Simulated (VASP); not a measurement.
**Sb: single point with PBE+D3(BJ)**

Slab: Sb, a slab with vacuum.

```
Sb
1.0
     4.06868    0.00000    0.00000
    -2.03434    3.52358    0.00000
     0.00000    0.00000   20.80003
Sb
4
Direct
  0.33333 0.66667 0.29497
  0.66667 0.33333 0.21635
  0.66667 0.33333 0.49123
  0.00000 0.00000 0.41261
```

* Program: VASP 6.6.1
* Task: single point
* Functional: PBE
* Dispersion: D3(BJ)
* Potentials or basis: VASP PAW PBE potentials, release 64 (Sb)
* Cutoff: 520 eV
* k mesh: 9 × 9 × 1
* Occupations: gaussian, width 0.05 eV
* Spin: no spin polarisation
* Dipole correction: yes
* Further INCAR settings: ALGO = Normal; EDIFF = 1e-06; NBANDS = 18

* Largest force: 0.086 eV/Å
* Band gap on the k mesh: 0.12 eV, indirect (least direct gap 0.88 eV)
* Dispersion energy per atom: -0.351 eV

Forces on the atoms (eV/Å):
```
Sb   0.000  0.000  0.086
Sb   0.000  0.000 -0.069
Sb   0.000  0.000  0.069
Sb   0.000  0.000 -0.086
```

Levels at points of the mesh, in eV from the valence-band top:
```
           k point  band 6  band 7  band 8  band 9  band 10  band 11  band 12  band 13  band 14  band 15
(0.00, 0.00, 0.00)   -1.08   -1.08   -0.82   -0.82    -0.23     0.70     1.41     1.41     2.17     2.34
```

It took 54 s on 1 thread of Intel(R) Xeon(R) Platinum 8559C (Emerald Rapids), with other jobs on the host, peak memory 0.38 GiB.

Caveat: spin-orbit coupling is left out, which moves the levels of the heavy elements.
